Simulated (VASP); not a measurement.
# Ru (P6_3/mmc) in VASP: single point with r2SCAN

Aim: the single point of Ru with r2SCAN.

Program: VASP 6.6.1. These are calculated values, not measurements. Logs are shortened: lines on timing, memory, paths and dates and some standing lists are left out, and cuts for length are marked.

## (1) The cell of the first run

It takes space group P6_3/mmc (No. 194, hexagonal). Conventional cell: a = 2.703 Å, b = 2.703 Å, c = 4.264 Å, α = 90.00°, β = 90.00°, γ = 120.00°. Ru (site symmetry -6m2) has 12 Ru at 2.64 to 2.70 Å within 3.5 Å.

## (2) Single point, r2SCAN

Input file POSCAR:

```
Ru
1.0
    2.7028907931      0.0000000000      0.0000000000
   -1.3514453965      2.3407720905      0.0000000000
    0.0000000000      0.0000000000      4.2643690369
Ru
2
Direct
    0.3333333333      0.6666666667      0.2500000000
    0.6666666667      0.3333333333      0.7500000000
```

Input file INCAR.step1:

```
SYSTEM = Ru
PREC     = Accurate       ! precision mode
ENCUT    = 620            ! plane-wave cutoff, eV
ISMEAR   = -1             ! smearing method
SIGMA    = 0.05           ! smearing width, eV
LREAL    = .False.        ! projectors in reciprocal space
LASPH    = .True.         ! aspherical terms in the spheres
NELM     = 120            ! most SCF steps
NBANDS   = 23             ! bands
GGA      = PE             ! functional
ALGO     = Normal         ! electronic algorithm
EDIFF    = 1E-5           ! SCF threshold, eV
LWAVE    = .True.         ! write WAVECAR
LCHARG   = .False.        ! write CHGCAR
GGA_COMPAT= .False.
```

Input file INCAR.step2:

```
SYSTEM = Ru
PREC     = Accurate       ! precision mode
ENCUT    = 620            ! plane-wave cutoff, eV
EDIFF    = 1E-6           ! SCF threshold, eV
ISMEAR   = -1             ! smearing method
SIGMA    = 0.05           ! smearing width, eV
LREAL    = .False.        ! projectors in reciprocal space
LASPH    = .True.         ! aspherical terms in the spheres
NELM     = 120            ! most SCF steps
ALGO     = Normal         ! electronic algorithm
ISIF     = 2              ! what is computed and relaxed
LWAVE    = .False.        ! write WAVECAR
LCHARG   = .False.        ! write CHGCAR
METAGGA  = R2SCAN         ! meta-GGA
LMIXTAU  = .True.       
NBANDS   = 23             ! bands
ISTART   = 1            
GGA_COMPAT= .False.
```

Input file KPOINTS:

```
Automatic mesh
0
Gamma
  19 19 10
  0 0 0
```

Potentials or basis: VASP PAW PBE potentials, release 64 (Ru_sv).

Command:

```
> cat potpaw_PBE.64/Ru_sv/POTCAR > POTCAR
> cp INCAR.step1 INCAR
> mpirun -np 1 vasp_std > vasp.out
> cp INCAR.step2 INCAR
> mpirun -np 1 vasp_std > vasp.out
```

OUTCAR:

```text
SYSTEM = Ru
   PREC = Accurate
   ENCUT = 620
   EDIFF = 1E-6
   ISMEAR = -1
   LREAL = .False.
   LASPH = .True.
   NELM = 120
   ISIF = 2
   METAGGA = R2SCAN
   ISTART = 1

 ion  position               nearest neighbor table
   1  0.333  0.667  0.250-   2 2.64   2 2.64   2 2.64   2 2.64   2 2.64   2 2.64
   2  0.667  0.333  0.750-   1 2.64   1 2.64   1 2.64   1 2.64   1 2.64   1 2.64

  LATTYP: Found a hexagonal cell.
 ALAT       =     2.7028907931
 C/A-ratio  =     1.5777067456

  Lattice vectors:

 A1 = (   2.7028907931,   0.0000000000,   0.0000000000)
 A2 = (  -1.3514453965,   2.3407720905,   0.0000000000)
 A3 = (   0.0000000000,   0.0000000000,   4.2643690369)

Analysis of symmetry for initial positions (statically):
=====================================================================
 Subroutine PRICEL returns:
 Original cell was already a primitive cell.

 Routine SETGRP: Setting up the symmetry group for a
 hexagonal supercell.

 Subroutine GETGRP returns: Found 24 space group operations
 (whereof 12 operations were pure point group operations)
 out of a pool of 24 trial point group operations.

The static configuration has the point symmetry D_3d.
 The point group associated with its full space group is D_6h.

Analysis of symmetry for dynamics (positions and initial velocities):
=====================================================================
 Subroutine PRICEL returns:
 Original cell was already a primitive cell.

 Routine SETGRP: Setting up the symmetry group for a
 hexagonal supercell.

 Subroutine GETGRP returns: Found 24 space group operations
 (whereof 12 operations were pure point group operations)
 out of a pool of 24 trial point group operations.

The dynamic configuration has the point symmetry D_3d.
 The point group associated with its full space group is D_6h.

 Subroutine INISYM returns: Found 24 space group operations
 (whereof 12 operations are pure point group operations),
 and found     1 'primitive' translations

----------------------------------------------------------------------------------------

                                     Primitive cell

  volume of cell :      26.9800

  direct lattice vectors                    reciprocal lattice vectors
     2.702890793  0.000000000  0.000000000     0.369974252  0.213604734  0.000000000
    -1.351445396  2.340772090  0.000000000     0.000000000  0.427209468  0.000000000
     0.000000000  0.000000000  4.264369037     0.000000000  0.000000000  0.234501281

  length of vectors
     2.702890793  2.702890793  4.264369037     0.427209468  0.427209468  0.234501281

  position of ions in fractional coordinates (direct lattice)
     0.333333333  0.666666667  0.250000000
     0.666666667  0.333333333  0.750000000

  ion indices of the primitive-cell ions
   primitive index   ion index
                 1           1
                 2           2

----------------------------------------------------------------------------------------

 KPOINTS: Automatic mesh

Automatic generation of k-mesh.
 Grid dimensions read from file:
 generate k-points for:   19   19   10

 Generating k-lattice:

  Cartesian coordinates                     Fractional coordinates (reciprocal lattice)
     0.019472329  0.011242354  0.000000000     0.052631579  0.000000000  0.000000000
     0.000000000  0.022484709  0.000000000     0.000000000  0.052631579  0.000000000
     0.000000000  0.000000000  0.023450128     0.000000000  0.000000000  0.100000000

  Length of vectors
     0.022484709  0.022484709  0.023450128

  Shift w.r.t. Gamma in fractional coordinates (k-lattice)
     0.000000000  0.000000000  0.000000000

 Subroutine IBZKPT returns following result:
 ===========================================

 Found    240 irreducible k-points:

 Following reciprocal coordinates:
            Coordinates               Weight
  0.000000  0.000000  0.000000      1.000000
  0.052632  0.000000  0.000000      6.000000
  0.105263  0.000000  0.000000      6.000000
  0.157895 -0.000000  0.000000      6.000000
  0.210526 -0.000000  0.000000      6.000000
  0.263158 -0.000000  0.000000      6.000000
[... 16 lines left out ...]
  0.263158  0.105263  0.000000     12.000000
  0.315789  0.105263  0.000000     12.000000
 [... further k-points ...]
   k-points           NKPTS =    240   k-points in BZ     NKDIM =    240   number of bands    NBANDS=     23
   number of dos      NEDOS =    301   number of ions     NIONS =      2
   total plane-waves  NPLWV =  20736
   dimension x,y,z NGX =    24 NGY =   24 NGZ =   36
   dimension x,y,z NGXF=    48 NGYF=   48 NGZF=   72
   ions per type =               2
   NGX,Y,Z   is equivalent  to a cutoff of  14.76, 14.76, 14.03 a.u.
   NGXF,Y,Z  is equivalent  to a cutoff of  29.52, 29.52, 28.07 a.u.
 SYSTEM =  Ru
   PREC   = accura    normal or accurate (medium, high low for compatibility)
   ISTART =      1    job   : 0-new  1-cont  2-samecut
   ICHARG =      0    charge: 1-file 2-atom 10-const
   ISPIN  =      1    spin polarized calculation?
   LNONCOLLINEAR =      F non collinear calculations
   LSORBIT =      F    spin-orbit coupling
   LASPH  =      T    aspherical Exc in radial PAW
   ENCUT  =  620.0 eV  45.57 Ry    6.75 a.u.   5.49  5.49  8.66*2*pi/ulx,y,z
   NELM   =    120;   NELMIN=  2; NELMDL=  0     # of ELM steps
   EDIFF  = 0.1E-05   stopping-criterion for ELM
   LREAL  =      F    real-space projection
   EDIFFG = 0.1E-04   stopping-criterion for IOM
   NSW    =      0    number of steps for IOM
   IBRION =     -1    ionic relax: 0-MD 1-quasi-New 2-CG
   NFREE  =      0    steps in history (QN), initial steepest desc. (CG)
   ISIF   =      2    stress and relaxation
   ISYM   =      2    0-nonsym 1-usesym 2-fastsym
   POTIM  = 0.5000    time-step for ionic-motion
   TEBEG  =    0.0;   TEEND  =   0.0 temperature during run
   PSTRESS=    0.0 pullay stress
   NELECT =      32.0000    total number of electrons
   NUPDOWN=      -1.0000    fix difference up-down
   EMIN   =  10.00;   EMAX   =-10.00  energy-range for DOS
   EFERMI =   0.00;   METHOD = LEGACY
   ISMEAR =    -1;   SIGMA  =   0.05  broadening in eV -4-tet -1-fermi 0-gaus
   EFERMI_NEDOS =   21; number of points for ismear=-14 and -15
   IALGO  =     38    algorithm
   IMIX   =      4    mixing-type and parameters
     AMIX     =   0.40;   BMIX     =  1.00
     AMIX_MAG =   1.60;   BMIX_MAG =  1.00
  volume/ion in A,a.u.               =      13.49        91.04
  Fermi-wavevector in a.u.,A,eV,Ry     =   1.732915  3.274735 40.858237  3.002996
  Thomas-Fermi vector in A             =   2.807001
   LORBIT       =      0    0 simple, 1 ext, 2 COOP (PROOUT), +10 PAW based schemes
   METAGGA = R2SCAN    functional components
   LHFCALC =     F    Hartree Fock is set to
   AEXX    =    0.0000 exact exchange contribution
   IVDW    =     0    specifies the selected vdW correction
   LEPSILON=     F    determine dielectric tensor
   LRPA    =     F    only Hartree local field effects (RPA)
 non-spin polarized calculation
  energy-cutoff  :      620.00
  volume of cell :       26.98
 maximum number of plane-waves:       973
 NGX is ok and might be reduce to    24
   NGX = 11   NGY = 11   NGZ = 17

 number of electron      31.9999997 magnetization

 Free energy of the ion-electron system (eV)
  ---------------------------------------------------
  ext. energy  EPLUGINS =         0.00000000
  ---------------------------------------------------
  free energy    TOTEN  =       -50.95002444 eV

  energy without entropy =      -50.93773998  energy(sigma->0) =      -50.94388221

 E-fermi :  15.1865     XC(G=0): -15.5855

 val. band max:       15.1850718433   @ k =   0.2632   0.2105   0.2000
 cond. band min:      15.1885224808   @ k =   0.1053   0.0526   0.4000
 fundamental gap:      0.0034506375
 Fermi energy:        15.1865046640

 k-point     1 :       0.0000    0.0000    0.0000
  band No.  band energies     occupation
      1     -60.1810      2.00000
      2     -59.9470      2.00000
      3     -29.9397      2.00000
      4     -28.9162      2.00000
      5     -28.9162      2.00000
      6     -28.7273      2.00000
[... 15 lines left out ...]
     22      30.7165      0.00000
     23      33.4054      0.00000

 k-point     2 :       0.0526    0.0000    0.0000
  band No.  band energies     occupation
      1     -60.1764      2.00000
      2     -59.9453      2.00000
      3     -29.9293      2.00000
      4     -28.9383      2.00000
      5     -28.9237      2.00000
      6     -28.7503      2.00000
[... 15 lines left out ...]
     22      30.9038      0.00000
     23      33.5294      0.00000

 k-point     3 :       0.1053    0.0000    0.0000
  band No.  band energies     occupation
      1     -60.1631      2.00000
      2     -59.9403      2.00000
      3     -29.8985      2.00000
      4     -29.0020      2.00000
      5     -28.9451      2.00000
      6     -28.8163      2.00000
[... 15 lines left out ...]
     22      31.3905      0.00000
     23      33.8601      0.00000

 k-point     4 :       0.1579   -0.0000    0.0000
  band No.  band energies     occupation
      1     -60.1422      2.00000
      2     -59.9329      2.00000
      3     -29.8491      2.00000
      4     -29.1007      2.00000
      5     -28.9773      2.00000
      6     -28.9166      2.00000
[... 15 lines left out ...]
     22      31.8062      0.00000
     23      34.1422      0.00000

 k-point     5 :       0.2105   -0.0000    0.0000
  band No.  band energies     occupation
      1     -60.1153      2.00000
      2     -59.9244      2.00000
      3     -29.7838      2.00000
      4     -29.2235      2.00000
      5     -29.0389      2.00000
      6     -29.0163      2.00000
[... 434 lines left out ...]
 k-point    22 :       0.2105    0.1053    0.0000
  band No.  band energies     occupation
      1     -60.0752      2.00000
      2     -59.9140      2.00000
      3     -29.6810      2.00000
      4     -29.3543      2.00000
      5     -29.2465      2.00000
      6     -29.0416      2.00000
[... 15 lines left out ...]
     22      29.5826      0.00000
     23      31.2667      0.00000

 k-point    23 :       0.2632    0.1053    0.0000
  band No.  band energies     occupation
      1     -60.0450      2.00000
      2     -59.9086      2.00000
      3     -29.5979      2.00000
      4     -29.4759      2.00000
      5     -29.3332      2.00000
      6     -29.1032      2.00000
[... 15 lines left out ...]
     22      27.7517      0.00000
     23      30.1369      0.00000

 k-point    24 :       0.3158    0.1053    0.0000
  band No.  band energies     occupation
      1     -60.0166      2.00000
      2     -59.9061      2.00000
      3     -29.5815      2.00000
      4     -29.5140      2.00000
      5     -29.4070      2.00000
      6     -29.1553      2.00000
[... 15 lines left out ...]
     22      26.5860      0.00000
     23      29.0642      0.00000

 [... further k-points ...]

------------------------ aborting loop because EDIFF is reached ----------------------------------------

  FORCE on cell =-STRESS in cart. coord.  units (eV):
  Direction    XX          YY          ZZ          XY          YZ          ZX
  --------------------------------------------------------------------------------------
  -------------------------------------------------------------------------------------
  Total        0.0212859      0.0212859      0.0217237      0.0000000      0.0000000      0.0000000
  in kB        1.2640362      1.2640362      1.2900371      0.0000000      0.0000000      0.0000000
  external PRESSURE =       1.2727032 kB  Pullay stress =       0.0000000 kB

 VOLUME and BASIS-vectors are now :
 -----------------------------------------------------------------------------
  energy-cutoff  :      620.00
  volume of cell :       26.98
      direct lattice vectors                 reciprocal lattice vectors
     2.702890793  0.000000000  0.000000000     0.369974252  0.213604734  0.000000000
    -1.351445396  2.340772090  0.000000000     0.000000000  0.427209468  0.000000000
     0.000000000  0.000000000  4.264369037     0.000000000  0.000000000  0.234501281

 POSITION                                       TOTAL-FORCE (eV/Angst)
 -----------------------------------------------------------------------------------
     -0.00000      1.56051      1.06609        -0.000000      0.000000      0.000000
      1.35145      0.78026      3.19828         0.000000      0.000000      0.000000
 -----------------------------------------------------------------------------------
    total drift:                               -0.000000      0.000000     -0.000000

  FREE ENERGIE OF THE ION-ELECTRON SYSTEM (eV)
  ---------------------------------------------------
  free  energy   TOTEN  =       -50.9500244387 eV

  energy  without entropy=      -50.9377399841  energy(sigma->0) =      -50.94388221
```

Wall time 7.7 min (1 thread of AMD EPYC 7R13 (Zen 3), shared host); peak memory 0.24 GiB.

Results:

| Item | Value |
| --- | --- |
| Free energy | -50.9500 eV |
| Pressure | 0.1 GPa |
| Band gap on the k mesh | zero (bands 16 and 17 overlap by 3.27 eV) |

Caveat: the PAW data sets were made with another functional, which shifts forces and pressure a little.
